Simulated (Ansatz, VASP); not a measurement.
## One calculation of SrCl2, two programs

```
Sr Cl
1.0
     0.00000    3.18241    3.18241
     3.18241    0.00000    3.18241
     3.18241    3.18241    0.00000
Sr Cl
1 2
Direct
  0.00000 0.00000 0.00000
  0.25000 0.25000 0.25000
  0.75000 0.75000 0.75000
```

Alike in both runs: task single point; functional r2SCAN; k mesh 6 × 6 × 6; occupations gaussian, width 0.02 eV; no spin polarisation.

|  | VASP | Ansatz |
| --- | --- | --- |
| version | VASP 6.6.1 | Ansatz 0.2.0 |
| potentials or method | VASP PAW PBE potentials, release 64 (Sr_sv, Cl), cutoff 520 eV | scalar-relativistic, plane waves, PAW |
| valence electrons in the cell | 24 | 24 |

|  | VASP | Ansatz | Ansatz less VASP |
| --- | --- | --- | --- |
| gap on the k mesh at the Fermi level (eV) | 5.68 | 5.67 | -0.001 |
| least direct gap on the mesh (eV) | 5.68 | 5.67 | -0.001 |
| pressure (GPa) | 20.3 | 20.0 | -0.28 |

VASP's potentials were made for PBE, not for r2SCAN.
